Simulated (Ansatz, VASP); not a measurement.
**One calculation of MgO, two programs**

The input INCAR:

```
SYSTEM = MgO
PREC = Accurate
ENCUT = 520
EDIFF = 1E-6
ISMEAR = 0
SIGMA = 0.05
LREAL = .FALSE.
LASPH = .TRUE.
NELM = 60
ALGO = Normal
ISIF = 2
LWAVE = .FALSE.
LCHARG = .FALSE.
GGA = PS
NBANDS = 16
```

Contents of KPOINTS:

```
regular mesh
0
G
  9 9 6
  0 0 0
```

Contents of POSCAR:

```
MgO
1.0
    3.3077869865      0.0000000000      0.0000000000
   -1.6538934933      2.8646275606      0.0000000000
    0.0000000000      0.0000000000      4.9828816700
Mg O
2 2
Direct
    0.3333333333      0.6666666667      0.0172112714
    0.6666666667      0.3333333333      0.5172112714
    0.3333333333      0.6666666667      0.4024402600
    0.6666666667      0.3333333333      0.9024402600
```

Input for Ansatz:

```yaml
crystal:
  lattice:
    - [3.3077869865, 0.0, 0.0]
    - [-1.6538934933, 2.8646275606, 0.0]
    - [0.0, 0.0, 4.98288167]
  atoms:
    - { symbol: Mg, position: [0.3333333333, 0.6666666667, 0.0172112714] }
    - { symbol: Mg, position: [0.6666666667, 0.3333333333, 0.5172112714] }
    - { symbol: O, position: [0.3333333333, 0.6666666667, 0.40244026] }
    - { symbol: O, position: [0.6666666667, 0.3333333333, 0.90244026] }
basis:
  ecutwfc: 420
kpoints:
  mp_grid: { grid: [9, 9, 6] }
hamiltonian:
  xc: pbesol
scf:
  occupations: { method: gaussian, width: 0.05 }
output:
  forces: true
  stress: true
  eigenvalues: true
```

Change from the starting cell: all Mg atoms moved +0.075 Å, as atom 1 along Cartesian [0 0 1].

Alike in both runs: task single point; functional PBEsol; k mesh 9 × 9 × 6; occupations gaussian, width 0.05 eV; no spin polarisation.

|  | VASP | Ansatz |
| --- | --- | --- |
| version | VASP 6.6.1 | Ansatz 0.2.0 |
| potentials or method | VASP PAW PBE potentials, release 64 (Mg, O), cutoff 520 eV | scalar-relativistic, plane waves, PAW |
| valence electrons in the cell | 16 | 32 |

```tsv
	VASP	Ansatz	Ansatz less VASP
gap on the k mesh at the Fermi level (eV)	3.45	3.45	-0.001
least direct gap on the mesh (eV)	3.45	3.45	-0.001
pressure (GPa)	0.9	1.2	+0.28
traceless stress, the component that is largest in VASP (GPa)	6.05	5.93	-0.112
rms of the force components (eV/Å)	0.358	0.353	-0.0050
```

VASP's potentials were made for PBE, not for PBEsol. Atom by atom the forces differ by 0.005 eV/Å (rms over components). With one functional, cell and mesh, what is left measures potentials, basis and numerics. VASP's potentials hold 16 valence electrons a cell and Ansatz's 32, so a difference there can come from the potentials and not from the codes.
